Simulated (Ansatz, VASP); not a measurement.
# One calculation of AlN, two programs

Contents of INCAR:

```
PREC = Accurate
ENCUT = 600
EDIFF = 1E-7
ISMEAR = 0
SIGMA = 0.02
LREAL = F
LASPH = T
NELM = 120
ALGO = Normal
ISIF = 3
LWAVE = F
LCHARG = F
GGA = PS
IBRION = 2
NSW = 100
EDIFFG = -0.002
GGA_COMPAT = F
NELMIN = 4
```

The input KPOINTS:

```
Automatic mesh
0
Gamma
  9 9 6
```

POSCAR

```
AlN
1.0
    3.3009012253      0.0000000000      0.0000000000
   -1.6504506127      2.8586643165      0.0000000000
    0.0000000000      0.0000000000      4.1421547432
Al N
2 2
Direct
    0.3333333333      0.6666666667      0.0000000000
    0.6666666667      0.3333333333      0.5000000000
    0.3333333333      0.6666666667      0.5000000000
    0.6666666667      0.3333333333      1.0000000000
```

Input for Ansatz:

```yaml
crystal:
  lattice:
    - [3.3009012253, 0.0, 0.0]
    - [-1.6504506127, 2.8586643165, 0.0]
    - [0.0, 0.0, 4.1421547432]
  atoms:
    - { symbol: Al, position: [0.3333333333, 0.6666666667, 0.0] }
    - { symbol: Al, position: [0.6666666667, 0.3333333333, 0.5] }
    - { symbol: "N", position: [0.3333333333, 0.6666666667, 0.5] }
    - { symbol: "N", position: [0.6666666667, 0.3333333333, 1.0] }
basis:
  ecutwfc: 420
kpoints:
  mp_grid: { grid: [9, 9, 6] }
hamiltonian:
  xc: pbesol
scf:
  occupations: { method: gaussian, width: 0.02 }
output:
  forces: true
  stress: true
  eigenvalues: true
  write_density: true
  write_potential: true
  elf: true
  volumetric_format: npy
relax:
  adjacent_minimum: "off"
  f_tol: 0.002
  max_steps: 80
  cell: { stress_tol: 0.02 }
```

Alike in both runs: task relaxation of cell and atoms; functional PBEsol; k mesh 9 × 9 × 6; occupations gaussian, width 0.02 eV; no spin polarisation.

```csv
,VASP,Ansatz
version,VASP 6.6.1,Ansatz 0.2.0
potentials or method,"VASP PAW PBE potentials, release 64 (Al, N), cutoff 600 eV","scalar-relativistic, plane waves, PAW"
valence electrons in the cell,16,16
```

|  | VASP | Ansatz | Ansatz less VASP |
| --- | --- | --- | --- |
| gap on the k mesh at the Fermi level, each at its own relaxed structure (eV) | 3.34 | 3.32 | -0.021 |
| relaxed volume (Å³/atom) | 9.76 | 9.77 | +0.009 |
| relaxed cell length with the largest relative difference (Å) | 4.139 | 4.141 | +0.0017 |

VASP's potentials were made for PBE, not for PBEsol.
